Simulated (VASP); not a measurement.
## PbS (Galena): single point with PBE

Crystal: PbS (Galena).

```
Pb S
1.0
     0.00000    2.96575    2.96575
     2.96575    0.00000    2.96575
     2.96575    2.96575    0.00000
Pb S
1 1
Direct
  0.00000 0.00000 0.00000
  0.50000 0.50000 0.50000
```

| Quantity | Value |
| --- | --- |
| Program | VASP 6.6.1 |
| Task | single point |
| Functional | PBE |
| Potentials or basis | VASP PAW PBE potentials, release 64 (Pb_d, S) |
| Cutoff | 520 eV |
| k mesh | 8 × 8 × 8 |
| Occupations | fermi-dirac, width 0.05 eV |
| Spin | no spin polarisation |

```yaml
Pressure: 2.1 GPa
Band_gap_on_the_k_mesh: 0.36 eV, direct
```

Levels at points of the mesh, in eV from the valence-band top:
```csv
k point,band 7,band 8,band 9,band 10,band 11,band 12,band 13,band 14
"(0.00, 0.00, 0.00)",-6.04,-2.17,-2.17,-2.17,5.21,5.21,5.21,6.73
"(0.50, 0.00, 0.00)",-8.85,-1.78,-1.78,0.00,0.36,1.96,1.96,8.66
"(0.50, 0.50, 0.00)",-7.20,-5.20,-3.44,-3.44,3.86,5.58,5.68,5.68
```

Wall time 12 s on 1 thread of Intel(R) Xeon(R) Platinum 8559C (Emerald Rapids), with other jobs on the host, peak memory 0.18 GiB.

Caveat: spin-orbit coupling is left out, which moves the levels of the heavy elements. A k mesh can miss the band edges.
